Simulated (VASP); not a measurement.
Wanted: the native input for a VASP 6.6.1 run.

- Task: single point
- Functional: PBE
- Dispersion: D3(BJ)
- Potentials or basis: VASP PAW PBE potentials, release 64 (Al)
- Cutoff: 520 eV
- k mesh: 20 × 20 × 20
- Occupations: gaussian, width 0.15 eV
- Spin: no spin polarisation
- Dipole correction: no
- Further INCAR settings: ALGO = Normal; EDIFF = 1e-07; NBANDS = 8

The structure of Al lies in POSCAR:

```
Al
1.0
    0.0000000000      1.9936203000      2.0846994000
    1.9936203000      0.0000000000      2.0846994000
    1.9936203000      1.9936203000      0.0000000000
Al
1
Direct
    0.0000000000      0.0000000000      0.0000000000
```

This cell differs from its parent crystal: strain -0.015 along x and y, +0.030 along z.

One way to write it, as run:

INCAR

```
SYSTEM = Al
PREC = Accurate
ENCUT = 520
EDIFF = 1E-7
ISMEAR = 0
SIGMA = 0.15
LREAL = .FALSE.
LASPH = .TRUE.
NELM = 80
ALGO = Normal
ISIF = 2
LWAVE = .FALSE.
LCHARG = .TRUE.
GGA = PE
IVDW = 12
LELF = .TRUE.
LVHAR = .TRUE.
NBANDS = 8
```

KPOINTS

```
Automatic mesh
0
G
  20 20 20
  0 0 0
```

Potentials or basis: VASP PAW PBE potentials, release 64 (Al).

The run is started by

```console
$ cat potpaw_PBE.64/Al/POTCAR > POTCAR
$ mpirun -np 1 vasp_std > vasp.out
```

Results of the run:

- Pressure: -3.7 GPa
- Dispersion energy per atom: -0.335 eV

Caveat: the cell differs from its parent crystal (strain -0.015 along x and y, +0.030 along z); pairwise dispersion overbinds metals, which lowers pressure and volume.

It took 21 s on 1 thread of Intel(R) Xeon(R) 6975P-C (Granite Rapids) (shared host), peak memory 0.19 GiB.
